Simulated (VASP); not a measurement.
# Ag (P6_3/mmc) in VASP: notebook, part 2 of 2

VASP 6.6.1. The steps go on from the part before.

## 3. Single point, r2SCAN

This run uses another cell than the first one, of the same volume but with other edges.

Input file POSCAR:

```
Ag
1.0
    3.0653363554      0.0000000000      0.0000000000
   -1.5326681777      2.6546591549      0.0000000000
    0.0000000000      0.0000000000      4.2603237622
Ag
2
Direct
    0.3333333333      0.6666666667      0.2500000000
    0.6666666667      0.3333333333      0.7500000000
```

Input file INCAR.step1:

```
PREC = Accurate
ENCUT = 520
ISMEAR = 0
SIGMA = 0.15
LREAL = False
LASPH = True
NELM = 60
NBANDS = 18
GGA = PE
ALGO = Normal
EDIFF = 1E-4
LWAVE = True
LCHARG = False
```

Input file INCAR.step2:

```
PREC = Accurate
ENCUT = 520
EDIFF = 1E-7
ISMEAR = 0
SIGMA = 0.15
LREAL = False
LASPH = True
NELM = 60
ALGO = Normal
ISIF = 2
LWAVE = False
LCHARG = False
METAGGA = R2SCAN
LMIXTAU = True
NBANDS = 18
ISTART = 1
```

Input file KPOINTS:

```
regular mesh
0
Gamma
  24 24 14
```

Potentials or basis: VASP PAW PBE potentials, release 64 (Ag).

Started as:

```sh
$ cat potpaw_PBE.64/Ag/POTCAR > POTCAR
$ cp INCAR.step1 INCAR
$ mpirun -np 1 vasp_std > vasp.out
$ cp INCAR.step2 INCAR
$ mpirun -np 1 vasp_std > vasp.out
```

OUTCAR:

```text
PREC = Accurate
   ENCUT = 520
   EDIFF = 1E-7
   ISMEAR = 0
   LREAL = False
   LASPH = True
   NELM = 60
   ISIF = 2
   METAGGA = R2SCAN
   ISTART = 1

 ion  position               nearest neighbor table
   1  0.333  0.667  0.250-   2 2.77   2 2.77   2 2.77   2 2.77   2 2.77   2 2.77
   2  0.667  0.333  0.750-   1 2.77   1 2.77   1 2.77   1 2.77   1 2.77   1 2.77

  LATTYP: Found a hexagonal cell.
 ALAT       =     3.0653363554
 C/A-ratio  =     1.3898389176

  Lattice vectors:

 A1 = (   3.0653363554,   0.0000000000,   0.0000000000)
 A2 = (  -1.5326681777,   2.6546591549,   0.0000000000)
 A3 = (   0.0000000000,   0.0000000000,   4.2603237622)

Analysis of symmetry for initial positions (statically):
=====================================================================
 Subroutine PRICEL returns:
 Original cell was already a primitive cell.

 Routine SETGRP: Setting up the symmetry group for a
 hexagonal supercell.

 Subroutine GETGRP returns: Found 24 space group operations
 (whereof 12 operations were pure point group operations)
 out of a pool of 24 trial point group operations.

The static configuration has the point symmetry D_3d.
[... 163 lines left out ...]

 E-fermi :   8.2639     XC(G=0): -12.8297

 val. band max:        8.2621992500   @ k =   0.1667   0.0833   0.2857
 cond. band min:       8.2750651003   @ k =   0.4583   0.0000   0.4286
 fundamental gap:      0.0128658503
 Fermi energy:         8.2639378148

 k-point     1 :       0.0000    0.0000    0.0000
  band No.  band energies     occupation
      1       0.3790      2.00000
      2       1.5506      2.00000
      3       3.1827      2.00000
      4       3.1827      2.00000
      5       3.2282      2.00000
      6       3.2282      2.00000
[... 481 lines left out ...]
      5       3.7929      2.00000
      6       3.8646      2.00000
[... 10 lines left out ...]
     17      19.9284      0.00000
     18      24.2163      0.00000

 [... further k-points ...]

------------------------ aborting loop because EDIFF is reached ----------------------------------------

  FORCE on cell =-STRESS in cart. coord.  units (eV):
  Direction    XX          YY          ZZ          XY          YZ          ZX
  --------------------------------------------------------------------------------------
  -------------------------------------------------------------------------------------
  Total       -0.2147172     -0.2147172      2.4417242     -0.0000000      0.0000000      0.0000000
  in kB       -9.9231103     -9.9231103    112.8437963     -0.0000000      0.0000000      0.0000000
  external PRESSURE =      30.9991919 kB  Pullay stress =       0.0000000 kB

 VOLUME and BASIS-vectors are now :
 -----------------------------------------------------------------------------
  energy-cutoff  :      520.00
  volume of cell :       34.67
      direct lattice vectors                 reciprocal lattice vectors
     3.065336355  0.000000000  0.000000000     0.326228474  0.188348097  0.000000000
    -1.532668178  2.654659155  0.000000000     0.000000000  0.376696194  0.000000000
     0.000000000  0.000000000  4.260323762     0.000000000  0.000000000  0.234723945

 POSITION                                       TOTAL-FORCE (eV/Angst)
 -----------------------------------------------------------------------------------
     -0.00000      1.76977      1.06508        -0.000000     -0.000000      0.000000
      1.53267      0.88489      3.19524         0.000000      0.000000      0.000000
 -----------------------------------------------------------------------------------
    total drift:                               -0.000000      0.000000     -0.000000

  FREE ENERGIE OF THE ION-ELECTRON SYSTEM (eV)
  ---------------------------------------------------
  free  energy   TOTEN  =       -42.5469160929 eV

  energy  without entropy=      -42.5422910379  energy(sigma->0) =      -42.54460357
```

OUTCAR.step1:

```text
PREC = Accurate
   ENCUT = 520
   ISMEAR = 0
   LREAL = False
   LASPH = True
[... 729 lines left out ...]
     -0.00000      1.76977      1.06508         0.000000      0.000000      0.000000
      1.53267      0.88489      3.19524        -0.000000     -0.000000      0.000000
 -----------------------------------------------------------------------------------
    total drift:                               -0.000000      0.000000     -0.000000

  FREE ENERGIE OF THE ION-ELECTRON SYSTEM (eV)
  ---------------------------------------------------
  free  energy   TOTEN  =        -5.2485418560 eV

  energy  without entropy=       -5.2436461736  energy(sigma->0) =       -5.24609401
```

OSZICAR.step1:

```text
N       E                     dE             d eps       ncg     rms          rms(c)
DAV:   1     0.126279121466E+03    0.12628E+03   -0.11803E+04 17592   0.122E+03
DAV:   2    -0.365323106078E+01   -0.12993E+03   -0.12363E+03 18214   0.269E+02
DAV:   3    -0.572285364135E+01   -0.20696E+01   -0.20628E+01 20342   0.383E+01
DAV:   4    -0.572916503896E+01   -0.63114E-02   -0.63109E-02 19744   0.208E+00
DAV:   5    -0.572921853050E+01   -0.53492E-04   -0.53491E-04 19570   0.204E-01    0.740E+00
DAV:   6    -0.527066047569E+01    0.45856E+00   -0.11128E+00 18624   0.113E+01    0.482E+00
DAV:   7    -0.525399504305E+01    0.16665E-01   -0.17751E-02 19452   0.127E+00    0.264E+00
DAV:   8    -0.524852924726E+01    0.54658E-02   -0.13009E-03 18626   0.279E-01    0.122E-01
DAV:   9    -0.524854185600E+01   -0.12609E-04   -0.15733E-05 11540   0.325E-02
   1 F= -.52485419E+01 E0= -.52460940E+01  d E =-.489568E-02
```

Wall time 10 min (1 thread of Intel Xeon Platinum 8488C (Sapphire Rapids), shared host); peak memory 0.35 GiB.

What came out:

- Free energy: -42.5469 eV
- Pressure: 3.1 GPa
- Band gap on the k mesh: zero (bands 11 and 12 overlap by 7.13 eV)

Stress tensor (GPa, compression positive):
```
-0.99  0.00  0.00
 0.00 -0.99  0.00
 0.00  0.00 11.28
```

Caveat: the stress differs along the axes, from -1 to 11 GPa; the PAW data sets were made with another functional, which shifts forces and pressure a little.

## 4. Single point, r2SCAN

This run uses another cell than the first one, of the same volume but with other edges.

Input file POSCAR:

```
Ag
1.0
    2.7324823325      0.0000000000      0.0000000000
   -1.3662411663      2.3663991153      0.0000000000
    0.0000000000      0.0000000000      5.3614733468
Ag
2
Direct
    0.3333333333      0.6666666667      0.2500000000
    0.6666666667      0.3333333333      0.7500000000
```

Input file INCAR.step1:

```
PREC     = Accurate       # precision mode
ENCUT    = 520            # plane-wave cutoff, eV
ISMEAR   = 0              # smearing method
SIGMA    = 0.15           # smearing width, eV
LREAL    = F              # projectors in reciprocal space
LASPH    = T              # aspherical terms in the spheres
NELM     = 80             # most SCF steps
NBANDS   = 18             # bands
GGA      = PE             # functional
ALGO     = Normal         # electronic algorithm
EDIFF    = 1E-4           # SCF threshold, eV
LWAVE    = T              # write WAVECAR
LCHARG   = F              # write CHGCAR
```

Input file INCAR.step2:

```
PREC     = Accurate       # precision mode
ENCUT    = 520            # plane-wave cutoff, eV
EDIFF    = 1E-6           # SCF threshold, eV
ISMEAR   = 0              # smearing method
SIGMA    = 0.15           # smearing width, eV
LREAL    = F              # projectors in reciprocal space
LASPH    = T              # aspherical terms in the spheres
NELM     = 80             # most SCF steps
ALGO     = Normal         # electronic algorithm
ISIF     = 2              # what is computed and relaxed
LWAVE    = F              # write WAVECAR
LCHARG   = F              # write CHGCAR
METAGGA  = R2SCAN         # meta-GGA
LMIXTAU  = T            
NBANDS   = 18             # bands
ISTART   = 1
```

KPOINTS is that of step 3.

Started as:

```sh
$ cat potpaw_PBE.64/Ag/POTCAR > POTCAR
$ cp INCAR.step1 INCAR
$ mpirun -np 1 vasp_std > vasp.out
$ cp INCAR.step2 INCAR
$ mpirun -np 1 vasp_std > vasp.out
```

Wall time 11 min (1 thread of Intel Xeon Platinum 8488C (Sapphire Rapids), shared host); peak memory 0.35 GiB.

It converged, with:

| Item | Value |
| --- | --- |
| Free energy | -42.4657 eV |
| Pressure | 4.8 GPa |
| Band gap on the k mesh | zero (bands 11 and 12 overlap by 8.84 eV) |

Stress tensor (GPa, compression positive):
```
11.45  0.00  0.00
 0.00 11.45  0.00
 0.00  0.00 -8.42
```

Levels at points of the mesh, in eV from the Fermi level:
```tsv
k point	band 7	band 8	band 9	band 10	band 11	band 12	band 13	band 14	band 15	band 16
(0.00, 0.00, 0.00)	-5.15	-3.98	-3.98	-3.53	-3.53	-1.50	1.11	13.74	17.60	19.02
(0.50, 0.00, 0.00)	-3.94	-3.65	-2.95	-2.91	0.56	2.14	6.32	6.66	8.76	9.75
(0.00, 0.00, 0.50)	-5.14	-5.14	-3.73	-3.73	-3.73	-3.73	7.54	7.54	17.95	17.95
(0.50, 0.00, 0.50)	-3.69	-3.69	-2.93	-2.93	1.04	1.04	5.19	5.19	12.11	12.11
```

Caveat: the stress differs along the axes, from -8 to 11 GPa; the PAW data sets were made with another functional, which shifts forces and pressure a little.

## 5. Overview

```tsv
cell	gap on the mesh (eV)	pressure (GPa)
a = 2.661, b = 2.661, c = 5.655 Å, angles 90.0, 90.0, 120.0°, 2 atoms	none	10.8
a = 3.065, b = 3.065, c = 4.260 Å, angles 90.0, 90.0, 120.0°, 2 atoms	none	3.1
a = 2.732, b = 2.732, c = 5.361 Å, angles 90.0, 90.0, 120.0°, 2 atoms	none	4.8
```

Alike in all rows: task single point; level r2SCAN; potentials or basis VASP PAW PBE potentials, release 64 (Ag); no spin polarisation; k mesh 24 × 24 × 14; cutoff (eV) 520; smearing gaussian 0.15 eV.

Caveats: the PAW data sets were made with another functional, which shifts forces and pressure a little; the stress differs along the axes, from -10 to 21 GPa (at least some runs); the stress differs along the axes, from -1 to 11 GPa (at least some runs); the stress differs along the axes, from -8 to 11 GPa (at least some runs).

Absolute energies hang on the potentials; compare differences alone.

The gap in the log of VASP goes by the Fermi energy; the results here count the filled bands.